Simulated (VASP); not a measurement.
# Mg16Cd8H (a cell with a defect) in VASP: relaxation of the atoms with PBEsol

Aim: the relaxation of the atoms of Mg16Cd8H (a cell with a defect) with PBEsol.

Everything below comes from runs of VASP 6.6.1. Logs are shortened: lines on timing, memory, paths and dates and some standing lists are left out, and cuts for length are marked.

### 1 The cell of the first run

The cell holds a defect, 25 atoms: a = 9.619 Å, b = 9.619 Å, c = 6.393 Å, α = 80.44°, β = 80.44°, γ = 112.14°.

### 2 Relaxation of the atoms, PBEsol

INCAR reads:

```
SYSTEM = Mg16Cd8H
PREC = Accurate
ENCUT = 520
EDIFF = 1E-7
ISMEAR = -1
SIGMA = 0.1
LREAL = .FALSE.
LASPH = .TRUE.
NELM = 120
ALGO = Normal
ISIF = 2
LWAVE = .FALSE.
LCHARG = .FALSE.
GGA = PS
IBRION = 2
NSW = 45
EDIFFG = -0.08
GGA_COMPAT = .FALSE.
NELMIN = 4
```

KPOINTS reads:

```
regular mesh
0
G
  1 1 2
  0 0 0
```

POSCAR reads:

```
Mg16Cd8H
1.0
    1.5983290000      7.9811230000      5.1258730000
    1.5983290000     -7.9811230000      5.1258730000
    6.3933170000      0.0000000000      0.0000000000
Mg Cd H
16 8 1
Direct
    0.0102213000      0.2397786000      0.1875000000
    0.6821217000      0.5678783000      0.1875000000
    0.8178783000      0.9321217000      0.0625000000
    0.4897786000      0.2602214000      0.0625000000
    0.0102213000      0.2397786000      0.6875000000
    0.6821217000      0.5678783000      0.6875000000
    0.8178783000      0.9321217000      0.5625000000
    0.4897786000      0.2602214000      0.5625000000
    0.5102213000      0.7397786000      0.4375000000
    0.1821217000      0.0678783000      0.4375000000
    0.3178783000      0.4321217000      0.3125000000
    0.9897786000      0.7602214000      0.3125000000
    0.5102213000      0.7397786000      0.9375000000
    0.1821217000      0.0678783000      0.9375000000
    0.3178783000      0.4321217000      0.8125000000
    0.9897786000      0.7602214000      0.8125000000
    0.3447358000      0.9052642000      0.1875000000
    0.1552642000      0.5947358000      0.0625000000
    0.3447358000      0.9052642000      0.6875000000
    0.1552642000      0.5947358000      0.5625000000
    0.8447358000      0.4052642000      0.4375000000
    0.6552642000      0.0947358000      0.3125000000
    0.8447358000      0.4052642000      0.9375000000
    0.6552642000      0.0947358000      0.8125000000
    0.1210191000      0.2392205000      0.4066423000
```

Potentials or basis: VASP PAW PBE potentials, release 64 (Mg, Cd, H).

On the command line:

```sh
> cat potpaw_PBE.64/Mg/POTCAR potpaw_PBE.64/Cd/POTCAR potpaw_PBE.64/H/POTCAR > POTCAR
> mpirun -np 1 vasp_std > vasp.out
```

OUTCAR:

```text
SYSTEM = Mg16Cd8H
   PREC = Accurate
   ENCUT = 520
   EDIFF = 1E-7
   ISMEAR = -1
   LREAL = .FALSE.
   LASPH = .TRUE.
   NELM = 120
   ISIF = 2
   GGA = PS
   IBRION = 2
   NSW = 45
   EDIFFG = -0.08
   NELMIN = 4

 ion  position               nearest neighbor table
   1  0.010  0.240  0.188-  25 1.90  22 3.06  18 3.06  23 3.09  21 3.09   3 3.16   7 3.16  15 3.16
                            11 3.16  14 3.18  10 3.18   5 3.20   5 3.20
   2  0.682  0.568  0.188-  21 3.05  23 3.05   3 3.15  11 3.15   4 3.16  12 3.16   8 3.16  16 3.16
                             9 3.18  13 3.18   6 3.20   6 3.20
   3  0.818  0.932  0.062-  22 3.05  24 3.05   2 3.15  14 3.15   1 3.16   5 3.16   9 3.16  13 3.16
                            12 3.18  16 3.18   7 3.20   7 3.20
   4  0.490  0.260  0.062-  17 3.06  23 3.06  22 3.09  24 3.09   2 3.16  14 3.16  10 3.16   6 3.16
                            11 3.18  15 3.18   8 3.20   8 3.20
   5  0.010  0.240  0.688-  25 1.93  24 3.06  20 3.06  21 3.09  23 3.09   7 3.16   3 3.16  11 3.16
                            15 3.16  10 3.18  14 3.18   1 3.20   1 3.20
   6  0.682  0.568  0.688-  21 3.05  23 3.05   7 3.15  15 3.15   8 3.16  16 3.16   4 3.16  12 3.16
                            13 3.18   9 3.18   2 3.20   2 3.20
   7  0.818  0.932  0.562-  22 3.05  24 3.05   6 3.15  10 3.15   5 3.16   1 3.16  13 3.16   9 3.16
                            12 3.18  16 3.18   3 3.20   3 3.20
   8  0.490  0.260  0.562-  19 3.06  21 3.06  22 3.09  24 3.09   6 3.16  10 3.16   2 3.16  14 3.16
                            11 3.18  15 3.18   4 3.20   4 3.20
   9  0.510  0.740  0.438-  20 3.06  22 3.06  17 3.09  19 3.09  11 3.16  15 3.16   3 3.16   7 3.16
[... 16 lines left out ...]
                            20 3.17  24 3.17  19 3.20  19 3.20
  18  0.155  0.595  0.062-  11 3.05  15 3.05  13 3.06   1 3.06  12 3.09  16 3.09  17 3.17  23 3.17
                            21 3.17  19 3.17  20 3.20  20 3.20
  19  0.345  0.905  0.688-  10 3.05  14 3.05   8 3.06  16 3.06  13 3.09   9 3.09  20 3.17  24 3.17
                            22 3.17  18 3.17  17 3.20  17 3.20
  20  0.155  0.595  0.562-  11 3.05  15 3.05   9 3.06   5 3.06  12 3.09  16 3.09  19 3.17  21 3.17
                            17 3.17  23 3.17  18 3.20  18 3.20
  21  0.845  0.405  0.438-   2 3.05   6 3.05   8 3.06  12 3.06   5 3.09   1 3.09  20 3.17  22 3.17
                            18 3.17  24 3.17  23 3.20  23 3.20
  22  0.655  0.095  0.312-   3 3.05   7 3.05   1 3.06   9 3.06   8 3.09   4 3.09  17 3.17  21 3.17
                            19 3.17  23 3.17  24 3.20  24 3.20
  23  0.845  0.405  0.938-   2 3.05   6 3.05   4 3.06  16 3.06   1 3.09   5 3.09  18 3.17  24 3.17
                            22 3.17  20 3.17  21 3.20  21 3.20
  24  0.655  0.095  0.812-   3 3.05   7 3.05   5 3.06  13 3.06   8 3.09   4 3.09  19 3.17  23 3.17
                            21 3.17  17 3.17  22 3.20  22 3.20
  25  0.121  0.239  0.407-   1 1.90   5 1.93  10 1.94  11 2.00

  LATTYP: Found a base centered monoclinic cell.
 ALAT       =    10.7385715259
 B/A-ratio  =     1.4864403484
 C/A-ratio  =     0.5953600984
 COS(beta)  =    -0.2976800026

  Lattice vectors:

 A1 = (  -1.5983290000,  -7.9811230000,  -5.1258730000)
 A2 = (  -1.5983290000,   7.9811230000,  -5.1258730000)
 A3 = (   6.3933170000,   0.0000000000,   0.0000000000)

Analysis of symmetry for initial positions (statically):
=====================================================================
 Subroutine PRICEL returns:
 Original cell was already a primitive cell.

 Routine SETGRP: Setting up the symmetry group for a
 base centered monoclinic supercell.

 Subroutine GETGRP returns: Found  1 space group operations
 (whereof  1 operations were pure point group operations)
 out of a pool of  4 trial point group operations.

The static configuration has the point symmetry C_1 .

Analysis of symmetry for dynamics (positions and initial velocities):
=====================================================================
 Subroutine PRICEL returns:
 Original cell was already a primitive cell.

 Routine SETGRP: Setting up the symmetry group for a
 base centered monoclinic supercell.

 Subroutine GETGRP returns: Found  1 space group operations
 (whereof  1 operations were pure point group operations)
 out of a pool of  4 trial point group operations.

The dynamic configuration has the point symmetry C_1 .

 Subroutine INISYM returns: Found  1 space group operations
 (whereof  1 operations are pure point group operations),
 and found     1 'primitive' translations

----------------------------------------------------------------------------------------

                                     Primitive cell

  volume of cell :     523.1040

  direct lattice vectors                    reciprocal lattice vectors
     1.598329000  7.981123000  5.125873000     0.000000000  0.062647825  0.097544360
     1.598329000 -7.981123000  5.125873000     0.000000000 -0.062647825  0.097544360
     6.393317000  0.000000000  0.000000000     0.156413330  0.000000000 -0.048772172

  length of vectors
     9.619124386  9.619124386  6.393317000     0.115929514  0.115929514  0.163840943

  position of ions in fractional coordinates (direct lattice)
     0.010221300  0.239778600  0.187500000
     0.682121700  0.567878300  0.187500000
     0.817878300  0.932121700  0.062500000
     0.489778600  0.260221400  0.062500000
     0.010221300  0.239778600  0.687500000
     0.682121700  0.567878300  0.687500000
[... 17 lines left out ...]
     0.655264200  0.094735800  0.812500000
     0.121019100  0.239220500  0.406642300

  ion indices of the primitive-cell ions
   primitive index   ion index
                 1           1
                 2           2
                 3           3
                 4           4
                 5           5
                 6           6
[... 17 lines left out ...]
                24          24
                25          25

----------------------------------------------------------------------------------------

 KPOINTS: regular mesh

Automatic generation of k-mesh.
 Grid dimensions read from file:
 generate k-points for:    1    1    2

 Generating k-lattice:

  Cartesian coordinates                     Fractional coordinates (reciprocal lattice)
     0.000000000  0.062647825  0.097544360     1.000000000 -0.000000000  0.000000000
     0.000000000 -0.062647825  0.097544360    -0.000000000  1.000000000  0.000000000
     0.078206665  0.000000000 -0.024386086     0.000000000  0.000000000  0.500000000

  Length of vectors
     0.115929514  0.115929514  0.081920471

  Shift w.r.t. Gamma in fractional coordinates (k-lattice)
     0.000000000  0.000000000  0.000000000

 Subroutine IBZKPT returns following result:
 ===========================================

 Found      2 irreducible k-points:

 Following reciprocal coordinates:
            Coordinates               Weight
  0.000000  0.000000  0.000000      1.000000
  0.000000  0.000000  0.500000      1.000000
   k-points           NKPTS =      2   k-points in BZ     NKDIM =      2   number of bands    NBANDS=     77
   number of dos      NEDOS =    301   number of ions     NIONS =     25
   total plane-waves  NPLWV = 248832
   dimension x,y,z NGX =    72 NGY =   72 NGZ =   48
   dimension x,y,z NGXF=   144 NGYF=  144 NGZF=   96
   ions per type =              16   8   1
   NGX,Y,Z   is equivalent  to a cutoff of  12.44, 12.44, 12.48 a.u.
   NGXF,Y,Z  is equivalent  to a cutoff of  24.89, 24.89, 24.96 a.u.
 SYSTEM =  Mg16Cd8H
   PREC   = accura    normal or accurate (medium, high low for compatibility)
   ISTART =      0    job   : 0-new  1-cont  2-samecut
   ICHARG =      2    charge: 1-file 2-atom 10-const
   ISPIN  =      1    spin polarized calculation?
   LNONCOLLINEAR =      F non collinear calculations
   LSORBIT =      F    spin-orbit coupling
   LASPH  =      T    aspherical Exc in radial PAW
   ENCUT  =  520.0 eV  38.22 Ry    6.18 a.u.  17.89 17.89 11.89*2*pi/ulx,y,z
   NELM   =    120;   NELMIN=  4; NELMDL= -5     # of ELM steps
   EDIFF  = 0.1E-06   stopping-criterion for ELM
   LREAL  =      F    real-space projection
   EDIFFG = -.8E-01   stopping-criterion for IOM
   NSW    =     45    number of steps for IOM
   IBRION =      2    ionic relax: 0-MD 1-quasi-New 2-CG
   NFREE  =      1    steps in history (QN), initial steepest desc. (CG)
   ISIF   =      2    stress and relaxation
   ISYM   =      2    0-nonsym 1-usesym 2-fastsym
   POTIM  = 0.5000    time-step for ionic-motion
   TEBEG  =    0.0;   TEEND  =   0.0 temperature during run
   PSTRESS=    0.0 pullay stress
   NELECT =     129.0000    total number of electrons
   NUPDOWN=      -1.0000    fix difference up-down
   EMIN   =  10.00;   EMAX   =-10.00  energy-range for DOS
   EFERMI =   0.00;   METHOD = LEGACY
   ISMEAR =    -1;   SIGMA  =   0.10  broadening in eV -4-tet -1-fermi 0-gaus
   EFERMI_NEDOS =   21; number of points for ismear=-14 and -15
   IALGO  =     38    algorithm
   IMIX   =      4    mixing-type and parameters
     AMIX     =   0.40;   BMIX     =  1.00
     AMIX_MAG =   1.60;   BMIX_MAG =  1.00
  volume/ion in A,a.u.               =      20.92       141.20
  Fermi-wavevector in a.u.,A,eV,Ry     =   1.026618  1.940026 14.339775  1.053944
  Thomas-Fermi vector in A             =   2.160520
   LORBIT       =      0    0 simple, 1 ext, 2 COOP (PROOUT), +10 PAW based schemes
   GGA     = PS    functional components
   LHFCALC =     F    Hartree Fock is set to
   AEXX    =    0.0000 exact exchange contribution
   IVDW    =     0    specifies the selected vdW correction
   LEPSILON=     F    determine dielectric tensor
   LRPA    =     F    only Hartree local field effects (RPA)
 conjugate gradient relaxation of ions
 non-spin polarized calculation
  energy-cutoff  :      520.00
  volume of cell :      523.10
 maximum number of plane-waves:     14104
 NGX is ok and might be reduce to    70
   NGX = 35   NGY = 35   NGZ = 23

--------------------------------------- Ionic step        1  -------------------------------------------

 number of electron     128.9999981 magnetization

 Free energy of the ion-electron system (eV)
  ---------------------------------------------------
  ext. energy  EPLUGINS =         0.00000000
  ---------------------------------------------------
  free energy    TOTEN  =       -37.41723165 eV

  energy without entropy =      -36.87047059  energy(sigma->0) =      -37.14385112

------------------------ aborting loop because EDIFF is reached ----------------------------------------

  FORCE on cell =-STRESS in cart. coord.  units (eV):
  Direction    XX          YY          ZZ          XY          YZ          ZX
  --------------------------------------------------------------------------------------
  -------------------------------------------------------------------------------------
  Total       -3.7843614      9.3346656      0.3471832      0.2772672     -0.0794437      7.0984625
  in kB      -11.5908454     28.5904682      1.0633622      0.8492216     -0.2433225     21.7413643
  external PRESSURE =       6.0209950 kB  Pullay stress =       0.0000000 kB
[... 282 lines left out ...]
--------------------------------------- Ionic step        6  -------------------------------------------

 number of electron     128.9999995 magnetization

 Free energy of the ion-electron system (eV)
  ---------------------------------------------------
  ext. energy  EPLUGINS =         0.00000000
  ---------------------------------------------------
  free energy    TOTEN  =       -37.50322811 eV

  energy without entropy =      -36.99787371  energy(sigma->0) =      -37.25055091

 E-fermi :   2.9362     XC(G=0):  -9.5400

 val. band max:        2.7842658360   @ k =   0.0000   0.0000   0.0000
 cond. band min:       2.9508363733   @ k =   0.0000   0.0000   0.5000
 fundamental gap:      0.1665705372
 Fermi energy:         2.9361828325

 k-point     1 :       0.0000    0.0000    0.0000
  band No.  band energies     occupation
      1      -6.4838      2.00000
      2      -6.3919      2.00000
      3      -6.3825      2.00000
      4      -6.3809      2.00000
      5      -6.3725      2.00000
      6      -6.3338      2.00000
[... 68 lines left out ...]
     75       4.3926      0.00000
     76       4.4087      0.00000

 k-point     2 :       0.0000    0.0000    0.5000
  band No.  band energies     occupation
      1      -6.2697      2.00000
      2      -6.2584      2.00000
      3      -6.2501      2.00000
      4      -6.2420      2.00000
      5      -6.2298      2.00000
      6      -6.2289      2.00000
[... 68 lines left out ...]
     75       4.6358      0.00000
     76       4.7060      0.00000
 [bands above 76 left out]

------------------------ aborting loop because EDIFF is reached ----------------------------------------

  FORCE on cell =-STRESS in cart. coord.  units (eV):
  Direction    XX          YY          ZZ          XY          YZ          ZX
  --------------------------------------------------------------------------------------
  -------------------------------------------------------------------------------------
  Total       -3.0066012      9.1267408      1.0262059      0.0615633     -0.2885905      6.0880943
  in kB       -9.2087000     27.9536304      3.1430915      0.1885578     -0.8839029     18.6467811
  external PRESSURE =       7.2960073 kB  Pullay stress =       0.0000000 kB
[... 40 lines left out ...]
  FREE ENERGIE OF THE ION-ELECTRON SYSTEM (eV)
  ---------------------------------------------------
  free  energy   TOTEN  =       -37.5032281078 eV

  energy  without entropy=      -36.9978737077  energy(sigma->0) =      -37.25055091

 reached required accuracy - stopping structural energy minimisation
```

Run time: 21 min. Hardware: 1 thread of Intel Xeon 8259CL, shared host; peak memory 0.63 GiB.

What came out:

```
Free energy                  : -37.5032 eV
Energy gained by relaxing    : 3.4 meV/atom
Ionic steps                  : 6
Pressure after relaxing      : 0.7 GPa
Largest force after relaxing : 0.061 eV/Å
Band gap on the k mesh       : zero (an odd number of electrons rules out a gap without spin polarisation)
```

Forces in eV/Å, atoms in the order of the input:
```
Mg  -0.020 -0.025 -0.005
Mg   0.013 -0.030  0.003
Mg   0.003  0.023  0.005
Mg  -0.001  0.013 -0.044
Mg  -0.006 -0.020  0.011
Mg  -0.008 -0.021 -0.013
Mg   0.002  0.036 -0.011
Mg  -0.004  0.012 -0.007
Mg  -0.007  0.028 -0.003
Mg   0.001 -0.021  0.022
Mg  -0.010  0.010  0.018
Mg  -0.002 -0.024  0.006
Mg   0.016  0.057 -0.015
Mg  -0.006 -0.015  0.004
Mg   0.014 -0.005 -0.001
Mg   0.012  0.001  0.020
Cd  -0.002 -0.023 -0.009
Cd  -0.017  0.002 -0.018
Cd   0.013 -0.026  0.020
Cd   0.021  0.001  0.021
Cd   0.015 -0.035  0.035
Cd   0.001  0.043 -0.025
Cd  -0.001 -0.003 -0.001
Cd  -0.016  0.051  0.011
H   -0.013 -0.028 -0.023
```

The path:
```
step  energy change (eV)  largest force (eV/Å)  pressure (GPa)
   1              0.0000                0.4398            0.60
   2             -0.0271                0.3242            0.60
   3             -0.0674                0.1005            0.64
   4             -0.0683                0.1288            0.65
   5             -0.0773                0.0823            0.68
   6             -0.0860                0.0614            0.73
```

Final structure:
```
Mg Cd H
1.0
     1.59833    7.98112    5.12587
     1.59833   -7.98112    5.12587
     6.39332    0.00000    0.00000
Mg Cd H
16 8 1
Direct
  0.00133 0.24290 0.18438
  0.68348 0.56687 0.18672
  0.81648 0.93182 0.06615
  0.49519 0.25683 0.06241
  0.00536 0.24414 0.68960
  0.68279 0.56607 0.68791
  0.81420 0.92676 0.56332
  0.49344 0.25710 0.56190
  0.50803 0.74222 0.43767
  0.18323 0.06417 0.43695
  0.31685 0.43439 0.31605
  0.99385 0.75841 0.31505
  0.50679 0.74066 0.93921
  0.18337 0.06738 0.93936
  0.31848 0.43615 0.80743
  0.99291 0.75764 0.81049
  0.34303 0.90081 0.18445
  0.15309 0.59602 0.06495
  0.34851 0.90414 0.69105
  0.15657 0.59772 0.56167
  0.84826 0.40691 0.43692
  0.65579 0.09361 0.31258
  0.84128 0.40485 0.94016
  0.65631 0.09624 0.80886
  0.12241 0.24540 0.40141
```

Levels at points of the mesh, in eV from the Fermi level:
```
           k point  band 60  band 61  band 62  band 63  band 64  band 65  band 66  band 67  band 68  band 69
(0.00, 0.00, 0.00)    -1.26    -1.23    -0.79    -0.59    -0.28    -0.17    -0.17    -0.15     0.11     0.30
(0.00, 0.00, 0.50)    -0.56    -0.25     0.01     0.03     0.05     0.36     0.50     0.79     0.94     1.07
```

Caveat: the k points lie up to 0.73 Å⁻¹ apart, too coarse for converged energies and pressures of a metal; the PAW data sets were made with another functional, which shifts forces and pressure a little; the relaxation stopped at a loose force limit of 0.08 eV/Å, so its end isn't a converged minimum.

The gap in the log of VASP goes by the Fermi energy; the results here count the filled bands.